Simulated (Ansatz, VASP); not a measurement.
**Si2Mo in VASP and in Ansatz**

```
Si Mo
1.0
    -1.60000    1.60000    3.93050
     1.60000   -1.60000    3.93050
     1.60000    1.60000   -3.93050
Si Mo
2 1
Cartesian
  0.0000 0.0000 2.6331
  0.0000 0.0000 5.2279
  0.0000 0.0000 0.0000
```

Alike in both runs: functional PBE; k mesh 12 × 12 × 12; occupations methfessel-paxton of order 1, width 0.2 eV; no spin polarisation.

Ansatz relaxed the structure, and its values are those at the end. VASP's run is a single point on that final structure, the one shown.

```csv
,VASP,Ansatz
version,VASP 6.6.1,Ansatz 0.2.0
potentials or method,"VASP PAW PBE potentials, release 64 (Si, Mo_sv)","scalar-relativistic, plane waves, PAW"
plane-wave cutoff (eV),520,420
valence electrons in the cell,22,22
```

```csv
,VASP,Ansatz,Ansatz less VASP
gap on the k mesh at the Fermi level (eV),none,none,-
pressure (GPa),2.6,2.5,-0.17
```

A gap of «none» marks a metal or a gap that the smearing closes. With one functional, cell and mesh, what is left measures potentials, basis and numerics. Ansatz's warnings: stress scf threshold loose.
